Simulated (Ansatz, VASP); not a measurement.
**One calculation of In, two programs**

```xyz
1
Lattice="3.3769 0.0000 0.0000 0.2472 3.3678 0.0000 -1.8121 -1.6839 2.2988" Properties=species:S:1:pos:R:3 pbc="T T T"
In    0.0000    0.0000    0.0000
```

Alike in both runs: task single point; functional LDA; k mesh 12 × 12 × 12; occupations fermi-dirac, width 0.1 eV; no spin polarisation.

|  | VASP | Ansatz |
| --- | --- | --- |
| version | VASP 6.6.1 | Ansatz 0.2.0 |
| potentials or method | VASP PAW LDA potentials, release 64 (In_d) | plane waves, PAW |
| plane-wave cutoff (eV) | 520 | 420 |
| valence electrons in the cell | 13 | 13 |

|  | VASP | Ansatz | Ansatz less VASP |
| --- | --- | --- | --- |
| pressure (GPa) | -2.5 | -2.5 | 0.00 |
| traceless stress, the component that is largest in VASP (GPa) | 0.17 | 0.18 | +0.015 |

LDA's correlation is that of Perdew and Zunger in VASP and of Perdew and Wang (1992) in Ansatz.
